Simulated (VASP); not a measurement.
Write the native input for VASP 6.6.1 that does the following.

| Quantity | Value |
| --- | --- |
| Task | single point |
| Functional | PBE |
| Potentials or basis | VASP PAW PBE potentials, release 64 (Y_sv, N) |
| Cutoff | 600 eV |
| k mesh | 12 × 12 × 12 |
| Occupations | gaussian, width 0.05 eV |
| Spin | no spin polarisation |
| Dipole correction | no |
| Further INCAR settings | ALGO = Normal; EDIFF = 1e-06; NBANDS = 15 |

The structure of YN lies in POSCAR:

```
YN
1.0
    0.0000000000      2.5326095470      2.5326095470
    2.5326095470      0.0000000000      2.5326095470
    2.5326095470      2.5326095470      0.0000000000
Y N
1 1
Direct
    0.5000000000      0.5000000000      0.5000000000
    0.0000000000      0.0000000000      0.0000000000
```

The input as run:

INCAR

```
SYSTEM = YN
  ALGO = Normal
  EDIFF = 1E-6
  ENCUT = 600
  GGA = PE
  GGA_COMPAT = .FALSE.
  ISIF = 2
  ISMEAR = 0
  LASPH = .TRUE.
  LCHARG = .TRUE.
  LELF = .TRUE.
  LREAL = .FALSE.
  LVHAR = .TRUE.
  LWAVE = .FALSE.
  NBANDS = 15
  NELM = 120
  PREC = Accurate
  SIGMA = 0.05
```

KPOINTS

```
k-points
0
G
  12 12 12
  0 0 0
```

Potentials or basis: VASP PAW PBE potentials, release 64 (Y_sv, N).

Command:

```console
$ cat potpaw_PBE.64/Y_sv/POTCAR potpaw_PBE.64/N/POTCAR > POTCAR
$ mpirun -np 1 vasp_std > vasp.out
```

Results of the run:

```json
{"Pressure": "-12.6 GPa", "Band gap on the k mesh": "0.35 eV (least direct gap 0.80 eV)"}
```

Caveat: the cell stands under tension.

It took 22 s on 1 thread of Intel(R) Xeon(R) 6975P-C (Granite Rapids), on a shared host, peak memory 0.22 GiB.
